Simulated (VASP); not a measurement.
# BiTe5 (F-43m) in VASP: notebook

The runs below take BiTe5 through single point, with PBE.

All numbers are computed with VASP 6.6.1; they aren't measurements. Logs are shortened: lines on timing, memory, paths and dates and some standing lists are left out, and cuts for length are marked.

## 1. The cell of the first run

It takes space group F-43m (No. 216, cubic). Conventional cell: a = 9.353 Å, b = 9.353 Å, c = 9.353 Å, α = 90.00°, β = 90.00°, γ = 90.00°. Within 5.1 Å of Bi (site symmetry -43m) lie 16 Te at 3.88 to 4.05 Å. Within 5.1 Å of Te (site symmetry -43m) lie 12 Te at 3.88 Å and 4 Bi at 4.05 Å. Within 4.3 Å of Te (site symmetry 3m) lie 9 Te at 3.31 to 3.88 Å and 3 Bi at 3.88 Å.

## 2. Single point, PBE

File INCAR:

```
  PREC = Accurate
  ENCUT = 520
  EDIFF = 1E-7
  ISMEAR = 0
  SIGMA = 0.1
  LREAL = False
  LASPH = True
  NELM = 80
  ALGO = Normal
  ISIF = 2
  LWAVE = False
  LCHARG = True
  GGA = PE
  LELF = True
  LVHAR = True
  NBANDS = 32
```

File KPOINTS:

```
Automatic mesh
0
Gamma
  4 4 4
```

File POSCAR:

```
BiTe5
1.0
    0.0000000000      4.6766392100      4.6766392100
    4.6766392100      0.0000000000      4.6766392100
    4.6766392100      4.6766392100      0.0000000000
Bi Te
1 5
Direct
    0.0000000000      0.0000000000      0.0000000000
    0.2500000000      0.2500000000      0.2500000000
    0.1250000000      0.6250000000      0.6250000000
    0.6250000000      0.6250000000      0.6250000000
    0.6250000000      0.1250000000      0.6250000000
    0.6250000000      0.6250000000      0.1250000000
```

Potentials or basis: VASP PAW PBE potentials, release 64 (Bi_d, Te).

Launch:

```sh
cat potpaw_PBE.64/Bi_d/POTCAR potpaw_PBE.64/Te/POTCAR > POTCAR
mpirun -np 1 vasp_std > vasp.out
```

OUTCAR:

```text
PREC = Accurate
   ENCUT = 520
   EDIFF = 1E-7
   ISMEAR = 0
   LREAL = False
   LASPH = True
   NELM = 80
   ISIF = 2
   GGA = PE

 ion  position               nearest neighbor table
   1  0.000  0.000  0.000-
   2  0.250  0.250  0.250-
   3  0.125  0.625  0.625-   4 3.31   6 3.31   5 3.31   4 3.31   5 3.31   6 3.31
   4  0.625  0.625  0.625-   3 3.31   5 3.31   6 3.31   6 3.31   5 3.31   3 3.31
   5  0.625  0.125  0.625-   4 3.31   6 3.31   3 3.31   4 3.31   6 3.31   3 3.31
   6  0.625  0.625  0.125-   4 3.31   3 3.31   4 3.31   5 3.31   5 3.31   3 3.31

  LATTYP: Found a face centered cubic cell.
 ALAT       =     9.3532784200

  Lattice vectors:

 A1 = (   0.0000000000,   4.6766392100,   4.6766392100)
 A2 = (   4.6766392100,   0.0000000000,   4.6766392100)
 A3 = (   4.6766392100,   4.6766392100,   0.0000000000)

Analysis of symmetry for initial positions (statically):
=====================================================================
 Subroutine PRICEL returns:
 Original cell was already a primitive cell.

 Routine SETGRP: Setting up the symmetry group for a
 face centered cubic supercell.

 Subroutine GETGRP returns: Found 24 space group operations
 (whereof 24 operations were pure point group operations)
 out of a pool of 48 trial point group operations.

The static configuration has the point symmetry T_d .

Analysis of symmetry for dynamics (positions and initial velocities):
=====================================================================
 Subroutine PRICEL returns:
 Original cell was already a primitive cell.

 Routine SETGRP: Setting up the symmetry group for a
 face centered cubic supercell.

 Subroutine GETGRP returns: Found 24 space group operations
 (whereof 24 operations were pure point group operations)
 out of a pool of 48 trial point group operations.

The dynamic configuration has the point symmetry T_d .

 Subroutine INISYM returns: Found 24 space group operations
 (whereof 24 operations are pure point group operations),
 and found     1 'primitive' translations

----------------------------------------------------------------------------------------

                                     Primitive cell

  volume of cell :     204.5651

  direct lattice vectors                    reciprocal lattice vectors
     0.000000000  4.676639210  4.676639210    -0.106914384  0.106914384  0.106914384
     4.676639210  0.000000000  4.676639210     0.106914384 -0.106914384  0.106914384
     4.676639210  4.676639210  0.000000000     0.106914384  0.106914384 -0.106914384

  length of vectors
     6.613766597  6.613766597  6.613766597     0.185181145  0.185181145  0.185181145

  position of ions in fractional coordinates (direct lattice)
     0.000000000  0.000000000  0.000000000
     0.250000000  0.250000000  0.250000000
     0.125000000  0.625000000  0.625000000
     0.625000000  0.625000000  0.625000000
     0.625000000  0.125000000  0.625000000
     0.625000000  0.625000000  0.125000000

  ion indices of the primitive-cell ions
   primitive index   ion index
                 1           1
                 2           2
                 3           3
                 4           4
                 5           5
                 6           6

----------------------------------------------------------------------------------------

 KPOINTS: Automatic mesh

Automatic generation of k-mesh.
 Grid dimensions read from file:
 generate k-points for:    4    4    4

 Generating k-lattice:

  Cartesian coordinates                     Fractional coordinates (reciprocal lattice)
    -0.026728596  0.026728596  0.026728596     0.250000000  0.000000000  0.000000000
     0.026728596 -0.026728596  0.026728596     0.000000000  0.250000000  0.000000000
     0.026728596  0.026728596 -0.026728596     0.000000000  0.000000000  0.250000000

  Length of vectors
     0.046295286  0.046295286  0.046295286

  Shift w.r.t. Gamma in fractional coordinates (k-lattice)
     0.000000000  0.000000000  0.000000000

 Subroutine IBZKPT returns following result:
 ===========================================

 Found      8 irreducible k-points:

 Following reciprocal coordinates:
            Coordinates               Weight
  0.000000  0.000000  0.000000      1.000000
  0.250000  0.000000  0.000000      8.000000
  0.500000  0.000000  0.000000      4.000000
  0.250000  0.250000  0.000000      6.000000
  0.500000  0.250000  0.000000     24.000000
 -0.250000  0.250000  0.000000     12.000000
  0.500000  0.500000  0.000000      3.000000
 -0.250000  0.500000  0.250000      6.000000
   k-points           NKPTS =      8   k-points in BZ     NKDIM =      8   number of bands    NBANDS=     32
   number of dos      NEDOS =    301   number of ions     NIONS =      6
   total plane-waves  NPLWV = 125000
   dimension x,y,z NGX =    50 NGY =   50 NGZ =   50
   dimension x,y,z NGXF=   100 NGYF=  100 NGZF=  100
   ions per type =               1   5
   NGX,Y,Z   is equivalent  to a cutoff of  12.57, 12.57, 12.57 a.u.
   NGXF,Y,Z  is equivalent  to a cutoff of  25.14, 25.14, 25.14 a.u.
 SYSTEM =  unknown system
   PREC   = accura    normal or accurate (medium, high low for compatibility)
   ISTART =      0    job   : 0-new  1-cont  2-samecut
   ICHARG =      2    charge: 1-file 2-atom 10-const
   ISPIN  =      1    spin polarized calculation?
   LNONCOLLINEAR =      F non collinear calculations
   LSORBIT =      F    spin-orbit coupling
   LASPH  =      T    aspherical Exc in radial PAW
   ENCUT  =  520.0 eV  38.22 Ry    6.18 a.u.  12.30 12.30 12.30*2*pi/ulx,y,z
   NELM   =     80;   NELMIN=  2; NELMDL= -5     # of ELM steps
   EDIFF  = 0.1E-06   stopping-criterion for ELM
   LREAL  =      F    real-space projection
   EDIFFG = 0.1E-05   stopping-criterion for IOM
   NSW    =      0    number of steps for IOM
   IBRION =     -1    ionic relax: 0-MD 1-quasi-New 2-CG
   NFREE  =      0    steps in history (QN), initial steepest desc. (CG)
   ISIF   =      2    stress and relaxation
   ISYM   =      2    0-nonsym 1-usesym 2-fastsym
   POTIM  = 0.5000    time-step for ionic-motion
   TEBEG  =    0.0;   TEEND  =   0.0 temperature during run
   PSTRESS=    0.0 pullay stress
   NELECT =      45.0000    total number of electrons
   NUPDOWN=      -1.0000    fix difference up-down
   EMIN   =  10.00;   EMAX   =-10.00  energy-range for DOS
   EFERMI =   0.00;   METHOD = LEGACY
   ISMEAR =     0;   SIGMA  =   0.10  broadening in eV -4-tet -1-fermi 0-gaus
   EFERMI_NEDOS =   21; number of points for ismear=-14 and -15
   IALGO  =     38    algorithm
   IMIX   =      4    mixing-type and parameters
     AMIX     =   0.40;   BMIX     =  1.00
     AMIX_MAG =   1.60;   BMIX_MAG =  1.00
  volume/ion in A,a.u.               =      34.09       230.08
  Fermi-wavevector in a.u.,A,eV,Ry     =   0.988254  1.867529 13.288068  0.976645
  Thomas-Fermi vector in A             =   2.119767
   LORBIT       =      0    0 simple, 1 ext, 2 COOP (PROOUT), +10 PAW based schemes
   GGA     = PE    functional components
   LHFCALC =     F    Hartree Fock is set to
   AEXX    =    0.0000 exact exchange contribution
   IVDW    =     0    specifies the selected vdW correction
   LEPSILON=     F    determine dielectric tensor
   LRPA    =     F    only Hartree local field effects (RPA)
 non-spin polarized calculation
 Gauss-broadening in eV      SIGMA  =   0.10
  energy-cutoff  :      520.00
  volume of cell :      204.57
 maximum number of plane-waves:      5577
 NGX is ok and might be reduce to    50
   NGX = 25   NGY = 25   NGZ = 25

 number of electron      45.0000005 magnetization

 Free energy of the ion-electron system (eV)
  ---------------------------------------------------
  ext. energy  EPLUGINS =         0.00000000
  ---------------------------------------------------
  free energy    TOTEN  =       -16.09136119 eV

  energy without entropy =      -16.04568556  energy(sigma->0) =      -16.06852337

 E-fermi :   5.8570     XC(G=0):  -9.3552

 val. band max:        5.8275706185   @ k =   0.5000   0.5000   0.0000
 cond. band min:       5.8763554989   @ k =   0.5000   0.2500   0.0000
 fundamental gap:      0.0487848803
 Fermi energy:         5.8570481896

 k-point     1 :       0.0000    0.0000    0.0000
  band No.  band energies     occupation
      1     -17.5193      2.00000
      2     -17.5193      2.00000
      3     -17.5172      2.00000
      4     -17.5172      2.00000
      5     -17.5172      2.00000
      6      -7.2880      2.00000
[... 24 lines left out ...]
     31      11.7660      0.00000
     32      11.7660      0.00000

 k-point     2 :       0.2500    0.0000    0.0000
  band No.  band energies     occupation
      1     -17.5193      2.00000
      2     -17.5193      2.00000
      3     -17.5172      2.00000
      4     -17.5171      2.00000
      5     -17.5171      2.00000
      6      -7.0572      2.00000
[... 24 lines left out ...]
     31      12.2176      0.00000
     32      12.3289      0.00000

 k-point     3 :       0.5000    0.0000    0.0000
  band No.  band energies     occupation
      1     -17.5193      2.00000
      2     -17.5193      2.00000
      3     -17.5172      2.00000
      4     -17.5171      2.00000
      5     -17.5171      2.00000
      6      -6.6492      2.00000
[... 24 lines left out ...]
     31      11.6472      0.00000
     32      11.6472      0.00000

 k-point     4 :       0.2500    0.2500    0.0000
  band No.  band energies     occupation
      1     -17.5194      2.00000
      2     -17.5193      2.00000
      3     -17.5172      2.00000
      4     -17.5171      2.00000
      5     -17.5171      2.00000
      6      -6.9742      2.00000
[... 24 lines left out ...]
     31      11.5844      0.00000
     32      12.1412      0.00000

 k-point     5 :       0.5000    0.2500    0.0000
  band No.  band energies     occupation
      1     -17.5194      2.00000
      2     -17.5193      2.00000
      3     -17.5172      2.00000
      4     -17.5171      2.00000
      5     -17.5171      2.00000
      6      -6.5239      2.00000
[... 24 lines left out ...]
     31      11.5164      0.00000
     32      11.9027      0.00000

 k-point     6 :      -0.2500    0.2500    0.0000
  band No.  band energies     occupation
      1     -17.5193      2.00000
      2     -17.5193      2.00000
      3     -17.5171      2.00000
      4     -17.5171      2.00000
      5     -17.5171      2.00000
      6      -6.7081      2.00000
[... 24 lines left out ...]
     31      11.7135      0.00000
     32      11.9767      0.00000

 k-point     7 :       0.5000    0.5000    0.0000
  band No.  band energies     occupation
      1     -17.5194      2.00000
      2     -17.5193      2.00000
      3     -17.5172      2.00000
      4     -17.5170      2.00000
      5     -17.5170      2.00000
      6      -6.1208      2.00000
[... 24 lines left out ...]
     31      12.1323      0.00000
     32      12.1518      0.00000

 k-point     8 :      -0.2500    0.5000    0.2500
  band No.  band energies     occupation
      1     -17.5194      2.00000
      2     -17.5193      2.00000
      3     -17.5172      2.00000
      4     -17.5171      2.00000
      5     -17.5170      2.00000
      6      -6.0986      2.00000
[... 24 lines left out ...]
     31      11.5761      0.00000
     32      11.7427      0.00000

------------------------ aborting loop because EDIFF is reached ----------------------------------------

  FORCE on cell =-STRESS in cart. coord.  units (eV):
  Direction    XX          YY          ZZ          XY          YZ          ZX
  --------------------------------------------------------------------------------------
  -------------------------------------------------------------------------------------
  Total       -4.7408926     -4.7408926     -4.7408926      0.0000000      0.0000000     -0.0000000
  in kB      -37.1312101    -37.1312101    -37.1312101      0.0000000      0.0000000     -0.0000000
  external PRESSURE =     -37.1312101 kB  Pullay stress =       0.0000000 kB

 VOLUME and BASIS-vectors are now :
 -----------------------------------------------------------------------------
  energy-cutoff  :      520.00
  volume of cell :      204.57
      direct lattice vectors                 reciprocal lattice vectors
     0.000000000  4.676639210  4.676639210    -0.106914384  0.106914384  0.106914384
     4.676639210  0.000000000  4.676639210     0.106914384 -0.106914384  0.106914384
     4.676639210  4.676639210  0.000000000     0.106914384  0.106914384 -0.106914384

 POSITION                                       TOTAL-FORCE (eV/Angst)
 -----------------------------------------------------------------------------------
      0.00000      0.00000      0.00000        -0.000000     -0.000000     -0.000000
      2.33832      2.33832      2.33832        -0.000000     -0.000000     -0.000000
      5.84580      3.50748      3.50748        -0.042730      0.042730      0.042730
      5.84580      5.84580      5.84580        -0.042730     -0.042730     -0.042730
      3.50748      5.84580      3.50748         0.042730     -0.042730      0.042730
      3.50748      3.50748      5.84580         0.042730      0.042730     -0.042730
 -----------------------------------------------------------------------------------
    total drift:                               -0.000000     -0.000000      0.000000

  FREE ENERGIE OF THE ION-ELECTRON SYSTEM (eV)
  ---------------------------------------------------
  free  energy   TOTEN  =       -16.0913611866 eV

  energy  without entropy=      -16.0456855575  energy(sigma->0) =      -16.06852337
```

Run time: 65 s. Hardware: 1 thread of Intel Xeon Platinum 8488C (Sapphire Rapids), shared host; peak memory 0.35 GiB.

What came out:

```
Free energy : -16.0914 eV
Pressure    : -3.7 GPa
```

Caveat: spin-orbit coupling is left out, which moves the levels of the heavy elements.

[end of part 1 of 2]
